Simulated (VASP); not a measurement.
# NaH (Pm-3m) in VASP: further runs

NaH is run at these levels: PBE; tasks: single point.

Program: VASP 6.6.1. These are calculated values, not measurements. Logs are shortened: lines on timing, memory, paths and dates and some standing lists are left out, and cuts for length are marked.

## 1. The cell of the first run

It takes space group Pm-3m (No. 221, cubic). Conventional cell: a = 2.895 Å, b = 2.895 Å, c = 2.895 Å, α = 90.00°, β = 90.00°, γ = 90.00°. Na (site symmetry m-3m) has 8 H at 2.51 Å and 6 Na at 2.89 Å within 3.3 Å. Within 3.3 Å of H (site symmetry m-3m) lie 8 Na at 2.51 Å and 6 H at 2.89 Å.

## 2. Single point, PBE

The input, INCAR:

```
PREC = Accurate ; ENCUT = 520
EDIFF = 1E-6 ; ISMEAR = 0
SIGMA = 0.01 ; LREAL = False
LASPH = True ; NELM = 80
ALGO = Normal ; ISIF = 2
LWAVE = False ; LCHARG = False
GGA = PE ; NBANDS = 11
```

The input, KPOINTS:

```
regular mesh
0
Gamma
  6 6 6
```

The input, POSCAR:

```
NaH
1.0
    2.8947984199      0.0000000000      0.0000000000
    0.0000000000      2.8947984199      0.0000000000
    0.0000000000      0.0000000000      2.8947984199
Na H
1 1
Direct
    0.0000000000      0.0000000000      0.0000000000
    0.5000000000      0.5000000000      0.5000000000
```

Potentials or basis: VASP PAW PBE potentials, release 64 (Na_pv, H).

On the command line:

```bash
$ cat potpaw_PBE.64/Na_pv/POTCAR potpaw_PBE.64/H/POTCAR > POTCAR
$ mpirun -np 1 vasp_std > vasp.out
```

OUTCAR:

```text
PREC = Accurate
   ENCUT = 520
   EDIFF = 1E-6
   ISMEAR = 0
   LREAL = False
   LASPH = True
   NELM = 80
   ISIF = 2
   GGA = PE

 ion  position               nearest neighbor table
   1  0.000  0.000  0.000-
   2  0.500  0.500  0.500-

  LATTYP: Found a simple cubic cell.
 ALAT       =     2.8947984199

  Lattice vectors:

 A1 = (   2.8947984199,   0.0000000000,   0.0000000000)
 A2 = (   0.0000000000,   2.8947984199,   0.0000000000)
 A3 = (   0.0000000000,   0.0000000000,   2.8947984199)

Analysis of symmetry for initial positions (statically):
=====================================================================
 Subroutine PRICEL returns:
 Original cell was already a primitive cell.

 Routine SETGRP: Setting up the symmetry group for a
 simple cubic supercell.

 Subroutine GETGRP returns: Found 48 space group operations
 (whereof 48 operations were pure point group operations)
 out of a pool of 48 trial point group operations.

The static configuration has the point symmetry O_h .

Analysis of symmetry for dynamics (positions and initial velocities):
=====================================================================
 Subroutine PRICEL returns:
 Original cell was already a primitive cell.

 Routine SETGRP: Setting up the symmetry group for a
 simple cubic supercell.

 Subroutine GETGRP returns: Found 48 space group operations
 (whereof 48 operations were pure point group operations)
 out of a pool of 48 trial point group operations.

The dynamic configuration has the point symmetry O_h .

 Subroutine INISYM returns: Found 48 space group operations
 (whereof 48 operations are pure point group operations),
 and found     1 'primitive' translations

----------------------------------------------------------------------------------------

                                     Primitive cell

  volume of cell :      24.2580

  direct lattice vectors                    reciprocal lattice vectors
     2.894798420  0.000000000  0.000000000     0.345447197  0.000000000  0.000000000
     0.000000000  2.894798420  0.000000000     0.000000000  0.345447197  0.000000000
     0.000000000  0.000000000  2.894798420     0.000000000  0.000000000  0.345447197

  length of vectors
     2.894798420  2.894798420  2.894798420     0.345447197  0.345447197  0.345447197

  position of ions in fractional coordinates (direct lattice)
     0.000000000  0.000000000  0.000000000
     0.500000000  0.500000000  0.500000000

  ion indices of the primitive-cell ions
   primitive index   ion index
                 1           1
                 2           2

----------------------------------------------------------------------------------------

 KPOINTS: regular mesh

Automatic generation of k-mesh.
 Grid dimensions read from file:
 generate k-points for:    6    6    6

 Generating k-lattice:

  Cartesian coordinates                     Fractional coordinates (reciprocal lattice)
     0.057574533  0.000000000  0.000000000     0.166666667  0.000000000  0.000000000
     0.000000000  0.057574533  0.000000000     0.000000000  0.166666667  0.000000000
     0.000000000  0.000000000  0.057574533     0.000000000  0.000000000  0.166666667

  Length of vectors
     0.057574533  0.057574533  0.057574533

  Shift w.r.t. Gamma in fractional coordinates (k-lattice)
     0.000000000  0.000000000  0.000000000

 Subroutine IBZKPT returns following result:
 ===========================================

 Found     20 irreducible k-points:

 Following reciprocal coordinates:
            Coordinates               Weight
  0.000000  0.000000  0.000000      1.000000
  0.166667  0.000000  0.000000      6.000000
  0.333333  0.000000  0.000000      6.000000
  0.500000  0.000000  0.000000      3.000000
  0.166667  0.166667  0.000000     12.000000
  0.333333  0.166667  0.000000     24.000000
[... 12 lines left out ...]
  0.500000  0.500000  0.333333      6.000000
  0.500000  0.500000  0.500000      1.000000
   k-points           NKPTS =     20   k-points in BZ     NKDIM =     20   number of bands    NBANDS=     11
   number of dos      NEDOS =    301   number of ions     NIONS =      2
   total plane-waves  NPLWV =  13824
   dimension x,y,z NGX =    24 NGY =   24 NGZ =   24
   dimension x,y,z NGXF=    48 NGYF=   48 NGZF=   48
   ions per type =               1   1
   NGX,Y,Z   is equivalent  to a cutoff of  13.78, 13.78, 13.78 a.u.
   NGXF,Y,Z  is equivalent  to a cutoff of  27.57, 27.57, 27.57 a.u.
 SYSTEM =  unknown system
   PREC   = accura    normal or accurate (medium, high low for compatibility)
   ISTART =      0    job   : 0-new  1-cont  2-samecut
   ICHARG =      2    charge: 1-file 2-atom 10-const
   ISPIN  =      1    spin polarized calculation?
   LNONCOLLINEAR =      F non collinear calculations
   LSORBIT =      F    spin-orbit coupling
   LASPH  =      T    aspherical Exc in radial PAW
   ENCUT  =  520.0 eV  38.22 Ry    6.18 a.u.   5.38  5.38  5.38*2*pi/ulx,y,z
   NELM   =     80;   NELMIN=  2; NELMDL= -5     # of ELM steps
   EDIFF  = 0.1E-05   stopping-criterion for ELM
   LREAL  =      F    real-space projection
   EDIFFG = 0.1E-04   stopping-criterion for IOM
   NSW    =      0    number of steps for IOM
   IBRION =     -1    ionic relax: 0-MD 1-quasi-New 2-CG
   NFREE  =      0    steps in history (QN), initial steepest desc. (CG)
   ISIF   =      2    stress and relaxation
   ISYM   =      2    0-nonsym 1-usesym 2-fastsym
   POTIM  = 0.5000    time-step for ionic-motion
   TEBEG  =    0.0;   TEEND  =   0.0 temperature during run
   PSTRESS=    0.0 pullay stress
   NELECT =       8.0000    total number of electrons
   NUPDOWN=      -1.0000    fix difference up-down
   EMIN   =  10.00;   EMAX   =-10.00  energy-range for DOS
   EFERMI =   0.00;   METHOD = LEGACY
   ISMEAR =     0;   SIGMA  =   0.01  broadening in eV -4-tet -1-fermi 0-gaus
   EFERMI_NEDOS =   21; number of points for ismear=-14 and -15
   IALGO  =     38    algorithm
   IMIX   =      4    mixing-type and parameters
     AMIX     =   0.40;   BMIX     =  1.00
     AMIX_MAG =   1.60;   BMIX_MAG =  1.00
  volume/ion in A,a.u.               =      12.13        81.85
  Fermi-wavevector in a.u.,A,eV,Ry     =   1.131062  2.137398 17.405957  1.279302
  Thomas-Fermi vector in A             =   2.267760
   LORBIT       =      0    0 simple, 1 ext, 2 COOP (PROOUT), +10 PAW based schemes
   GGA     = PE    functional components
   LHFCALC =     F    Hartree Fock is set to
   AEXX    =    0.0000 exact exchange contribution
   IVDW    =     0    specifies the selected vdW correction
   LEPSILON=     F    determine dielectric tensor
   LRPA    =     F    only Hartree local field effects (RPA)
 non-spin polarized calculation
 Gauss-broadening in eV      SIGMA  =   0.01
  energy-cutoff  :      520.00
  volume of cell :       24.26
 maximum number of plane-waves:       672
 NGX is ok and might be reduce to    24
   NGX = 11   NGY = 11   NGZ = 11

 number of electron       8.0000006 magnetization

 Free energy of the ion-electron system (eV)
  ---------------------------------------------------
  ext. energy  EPLUGINS =         0.00000000
  ---------------------------------------------------
  free energy    TOTEN  =        -4.75995527 eV

  energy without entropy =       -4.75995527  energy(sigma->0) =       -4.75995527

 E-fermi :   1.7616     XC(G=0):  -8.3772

 val. band max:        1.6398660325   @ k =   0.5000   0.5000   0.5000
 cond. band min:       2.6695501881   @ k =   0.5000   0.0000   0.0000
 fundamental gap:      1.0296841556
 Fermi energy:         1.7616266549

 k-point     1 :       0.0000    0.0000    0.0000
  band No.  band energies     occupation
      1     -22.9441      2.00000
      2     -22.9441      2.00000
      3     -22.9441      2.00000
      4      -4.5806      2.00000
      5      10.8151      0.00000
      6      12.8476      0.00000
      7      12.8476      0.00000
      8      14.5746      0.00000
      9      14.5746      0.00000
     10      14.5746      0.00000
     11      28.1744      0.00000

 k-point     2 :       0.1667    0.0000    0.0000
  band No.  band energies     occupation
      1     -22.9981      2.00000
      2     -22.9394      2.00000
      3     -22.9394      2.00000
      4      -4.1296      2.00000
      5       8.1999      0.00000
      6      11.9581      0.00000
      7      13.3248      0.00000
      8      14.9037      0.00000
      9      14.9037      0.00000
     10      19.1529      0.00000
     11      25.1235      0.00000

 k-point     3 :       0.3333    0.0000    0.0000
  band No.  band energies     occupation
      1     -23.1047      2.00000
      2     -22.9300      2.00000
      3     -22.9300      2.00000
      4      -2.9232      2.00000
      5       4.5037      0.00000
      6      12.6308      0.00000
      7      14.7122      0.00000
      8      15.8091      0.00000
      9      15.8091      0.00000
     10      21.1740      0.00000
     11      21.8203      0.00000

 k-point     4 :       0.5000    0.0000    0.0000
  band No.  band energies     occupation
      1     -23.1572      2.00000
      2     -22.9253      2.00000
      3     -22.9253      2.00000
      4      -1.9416      2.00000
      5       2.6696      0.00000
      6      13.0546      0.00000
      7      16.2226      0.00000
      8      16.5756      0.00000
      9      16.5756      0.00000
     10      18.6733      0.00000
     11      20.2335      0.00000
[... 183 lines left out ...]
 k-point    18 :       0.5000    0.3333    0.3333
  band No.  band energies     occupation
      1     -23.1049      2.00000
      2     -23.0541      2.00000
      3     -23.0483      2.00000
      4       0.4174      2.00000
      5       6.3024      0.00000
      6       8.5123      0.00000
      7       9.6059      0.00000
      8      11.8118      0.00000
      9      13.1263      0.00000
     10      15.0918      0.00000
     11      21.3231      0.00000

 k-point    19 :       0.5000    0.5000    0.3333
  band No.  band energies     occupation
      1     -23.0969      2.00000
      2     -23.0969      2.00000
      3     -23.0444      2.00000
      4       1.0268      2.00000
      5       7.4889      0.00000
      6       7.4889      0.00000
      7      10.1400      0.00000
      8      10.3819      0.00000
      9      13.1779      0.00000
     10      13.1779      0.00000
     11      20.0019      0.00000

 k-point    20 :       0.5000    0.5000    0.5000
  band No.  band energies     occupation
      1     -23.0893      2.00000
      2     -23.0893      2.00000
      3     -23.0893      2.00000
      4       1.6399      2.00000
      5       8.6176      0.00000
      6       8.6176      0.00000
      7       8.6176      0.00000
      8      11.1405      0.00000
      9      11.1405      0.00000
     10      11.1405      0.00000
     11      18.6181      0.00000

------------------------ aborting loop because EDIFF is reached ----------------------------------------

  FORCE on cell =-STRESS in cart. coord.  units (eV):
  Direction    XX          YY          ZZ          XY          YZ          ZX
  --------------------------------------------------------------------------------------
  -------------------------------------------------------------------------------------
  Total        0.2851717      0.2851717      0.2851717      0.0000000     -0.0000000      0.0000000
  in kB       18.8348426     18.8348426     18.8348426      0.0000000     -0.0000000      0.0000000
  external PRESSURE =      18.8348426 kB  Pullay stress =       0.0000000 kB

 VOLUME and BASIS-vectors are now :
 -----------------------------------------------------------------------------
  energy-cutoff  :      520.00
  volume of cell :       24.26
      direct lattice vectors                 reciprocal lattice vectors
     2.894798420  0.000000000  0.000000000     0.345447197  0.000000000  0.000000000
     0.000000000  2.894798420  0.000000000     0.000000000  0.345447197  0.000000000
     0.000000000  0.000000000  2.894798420     0.000000000  0.000000000  0.345447197

 POSITION                                       TOTAL-FORCE (eV/Angst)
 -----------------------------------------------------------------------------------
      0.00000      0.00000      0.00000         0.000000      0.000000      0.000000
      1.44740      1.44740      1.44740         0.000000      0.000000      0.000000
 -----------------------------------------------------------------------------------
    total drift:                                0.000000      0.000000      0.000000

  FREE ENERGIE OF THE ION-ELECTRON SYSTEM (eV)
  ---------------------------------------------------
  free  energy   TOTEN  =        -4.7599552747 eV

  energy  without entropy=       -4.7599552747  energy(sigma->0) =       -4.75995527
```

It took 4.2 s on 1 thread of Intel Xeon 6975P-C, shared host; peak memory 0.13 GiB.

What came out:

```
Free energy            : -4.7600 eV
Pressure               : 1.9 GPa
Band gap on the k mesh : 1.03 eV, indirect (least direct gap 4.61 eV)
```

## 3. Single point, PBE

This run uses another cell than the first one, of 12.39 Å³/atom, 1.021 times its volume.

The input, INCAR:

```
ALGO = Normal
EDIFF = 1E-6
ENCUT = 520
GGA = PE
ISIF = 2
ISMEAR = 0
LASPH = T
LCHARG = F
LREAL = F
LWAVE = F
NBANDS = 11
NELM = 80
PREC = Accurate
SIGMA = 0.01
```

The input, KPOINTS:

```
k-points
0
Gamma
  6 6 6
```

The input, POSCAR:

```
NaH
1.0
    2.9151849960      0.0000000000      0.0000000000
    0.0000000000      2.9151849960      0.0000000000
    0.0000000000      0.0000000000      2.9151849960
Na H
1 1
Direct
    0.0000000000      0.0000000000      0.0000000000
    0.5000000000      0.5000000000      0.5000000000
```

Potentials or basis: VASP PAW PBE potentials, release 64 (Na_pv, H).

On the command line:

```bash
$ cat potpaw_PBE.64/Na_pv/POTCAR potpaw_PBE.64/H/POTCAR > POTCAR
$ mpirun -np 1 vasp_std > vasp.out
```

It took 5.8 s on 1 thread of Intel Xeon 6975P-C, shared host; peak memory 0.13 GiB.

It converged, with:

- Free energy: -4.7653 eV
- Pressure: 1.3 GPa
- Band gap on the k mesh: 1.03 eV, indirect (least direct gap 4.55 eV)

Levels at points of the mesh, in eV from the valence-band top:
```
           k point  band 1  band 2  band 3  band 4  band 5  band 6  band 7  band 8
(0.00, 0.00, 0.00)  -24.57  -24.57  -24.57   -6.12    8.99   11.12   11.12   12.78
(0.50, 0.00, 0.00)  -24.78  -24.56  -24.56   -3.52    1.03   11.23   14.45   14.80
(0.50, 0.50, 0.00)  -24.74  -24.74  -24.54   -1.81    4.34    4.34    7.01   15.04
(0.50, 0.50, 0.50)  -24.71  -24.71  -24.71    0.00    6.95    6.95    6.95    9.37
```

## 4. Single point, PBE

This run uses another cell than the first one, of 12.65 Å³/atom, 1.043 times its volume.

The input, INCAR:

```
  PREC = Accurate
  ENCUT = 520
  EDIFF = 1E-6
  ISMEAR = 0
  SIGMA = 0.01
  LREAL = False
  LASPH = True
  NELM = 80
  ALGO = Normal
  ISIF = 2
  LWAVE = False
  LCHARG = False
  GGA = PE
  NBANDS = 11
```

The input, KPOINTS:

```
regular mesh
0
Gamma
  6 6 6
```

The input, POSCAR:

```
NaH
1.0
    2.9352903554      0.0000000000      0.0000000000
    0.0000000000      2.9352903554      0.0000000000
    0.0000000000      0.0000000000      2.9352903554
Na H
1 1
Direct
    0.0000000000      0.0000000000      0.0000000000
    0.5000000000      0.5000000000      0.5000000000
```

On the command line:

```bash
$ cat potpaw_PBE.64/Na_pv/POTCAR potpaw_PBE.64/H/POTCAR > POTCAR
$ mpirun -np 1 vasp_std > vasp.out
```

Wall time 5.1 s (1 thread of Intel Xeon 6975P-C, shared host); peak memory 0.13 GiB.

Results (log left out):

* Free energy: -4.7688 eV
* Pressure: 0.7 GPa
* Band gap on the k mesh: 1.03 eV, indirect (least direct gap 4.49 eV)

Levels at points of the mesh, in eV from the valence-band top:
```
           k point  band 2  band 3  band 4  band 5  band 6  band 7
(0.00, 0.00, 0.00)  -24.57  -24.57   -6.02    8.82   11.04   11.04
(0.50, 0.00, 0.00)  -24.55  -24.55   -3.46    1.03   11.06   14.32
(0.50, 0.50, 0.00)  -24.72  -24.54   -1.77    4.31    4.31    6.91
(0.50, 0.50, 0.50)  -24.70  -24.70    0.00    6.92    6.92    6.92
```

A k mesh can miss the band edges.

## 5. Single point, PBE

This run uses another cell than the first one, of 12.90 Å³/atom, 1.064 times its volume.

The input, INCAR:

```
  ALGO = Normal
  EDIFF = 1E-6
  ENCUT = 520
  GGA = PE
  ISIF = 2
  ISMEAR = 0
  LASPH = True
  LCHARG = False
  LREAL = False
  LWAVE = False
  NBANDS = 11
  NELM = 100
  PREC = Accurate
  SIGMA = 0.01
```

The input, KPOINTS:

```
k-points
0
Gamma
  6 6 6
```

The input, POSCAR:

```
NaH
1.0
    2.9551240000      0.0000000000      0.0000000000
    0.0000000000      2.9551240000      0.0000000000
    0.0000000000      0.0000000000      2.9551240000
Na H
1 1
Direct
    0.0000000000      0.0000000000      0.0000000000
    0.5000000000      0.5000000000      0.5000000000
```

On the command line:

```bash
$ cat potpaw_PBE.64/Na_pv/POTCAR potpaw_PBE.64/H/POTCAR > POTCAR
$ mpirun -np 1 vasp_std > vasp.out
```

Run time: 3.9 s. Hardware: 1 thread of Intel Xeon 6975P-C, shared host; peak memory 0.13 GiB.

The run converged. Its results:

- Free energy: -4.7704 eV
- Pressure: 0.2 GPa
- Band gap on the k mesh: 1.03 eV, indirect (least direct gap 4.43 eV)

Levels at points of the mesh, in eV from the valence-band top:
```
           k point  band 1  band 2  band 3  band 4  band 5  band 6  band 7  band 8
(0.00, 0.00, 0.00)  -24.56  -24.56  -24.56   -5.92    8.65   10.96   10.96   12.49
(0.50, 0.00, 0.00)  -24.74  -24.55  -24.55   -3.40    1.03   10.89   14.20   14.53
(0.50, 0.50, 0.00)  -24.71  -24.71  -24.53   -1.73    4.27    4.27    6.81   14.70
(0.50, 0.50, 0.50)  -24.68  -24.68  -24.68    0.00    6.90    6.90    6.90    9.13
```

## 6. Single point, PBE

This run uses another cell than the first one, of 13.16 Å³/atom, 1.085 times its volume.

The input, INCAR:

```
SYSTEM = NaH
ALGO     = Normal         ! electronic algorithm
EDIFF    = 1E-6           ! SCF threshold, eV
ENCUT    = 520            ! plane-wave cutoff, eV
GGA      = PE             ! functional
ISIF     = 2              ! what is computed and relaxed
ISMEAR   = 0              ! smearing method
LASPH    = .TRUE.         ! aspherical terms in the spheres
LCHARG   = .FALSE.        ! write CHGCAR
LREAL    = .FALSE.        ! projectors in reciprocal space
LWAVE    = .FALSE.        ! write WAVECAR
NBANDS   = 11             ! bands
NELM     = 100            ! most SCF steps
PREC     = Accurate       ! precision mode
SIGMA    = 0.01           ! smearing width, eV
```

The input, KPOINTS:

```
k-points
0
G
  6 6 6
  0 0 0
```

The input, POSCAR:

```
NaH
1.0
    2.9746949280      0.0000000000      0.0000000000
    0.0000000000      2.9746949280      0.0000000000
    0.0000000000      0.0000000000      2.9746949280
Na H
1 1
Direct
    0.0000000000      0.0000000000      0.0000000000
    0.5000000000      0.5000000000      0.5000000000
```

Potentials or basis: VASP PAW PBE potentials, release 64 (Na_pv, H).

On the command line:

```bash
$ cat potpaw_PBE.64/Na_pv/POTCAR potpaw_PBE.64/H/POTCAR > POTCAR
$ mpirun -np 1 vasp_std > vasp.out
```

Wall time 4.8 s (1 thread of Intel Xeon 6975P-C, shared host); peak memory 0.13 GiB.

Results (log left out):

| Quantity | Value |
| --- | --- |
| Free energy | -4.7705 eV |
| Pressure | -0.3 GPa |
| Band gap on the k mesh | 1.03 eV, indirect (least direct gap 4.37 eV) |

Levels at points of the mesh, in eV from the valence-band top:
```tsv
k point	band 2	band 3	band 4	band 5	band 6	band 7
(0.00, 0.00, 0.00)	-24.56	-24.56	-5.83	8.49	10.88	10.88
(0.50, 0.00, 0.00)	-24.54	-24.54	-3.35	1.03	10.73	14.08
(0.50, 0.50, 0.00)	-24.70	-24.53	-1.69	4.24	4.24	6.72
(0.50, 0.50, 0.50)	-24.67	-24.67	0.00	6.87	6.87	6.87
```

## 7. Summary

```csv
cell,gap on the mesh (eV),pressure (GPa)
"a = 2.895 Å, 2 atoms",1.03,1.9
"a = 2.915 Å, 2 atoms",1.03,1.3
"a = 2.935 Å, 2 atoms",1.03,0.7
"a = 2.955 Å, 2 atoms",1.03,0.2
"a = 2.975 Å, 2 atoms",1.03,-0.3
```

Alike in all rows: task single point; level PBE; potentials or basis VASP PAW PBE potentials, release 64 (Na_pv, H); no spin polarisation; k mesh 6 × 6 × 6; cutoff (eV) 520; smearing gaussian 0.01 eV.

Total energies depend on the potentials used, so only differences within one code and one set of settings carry meaning.
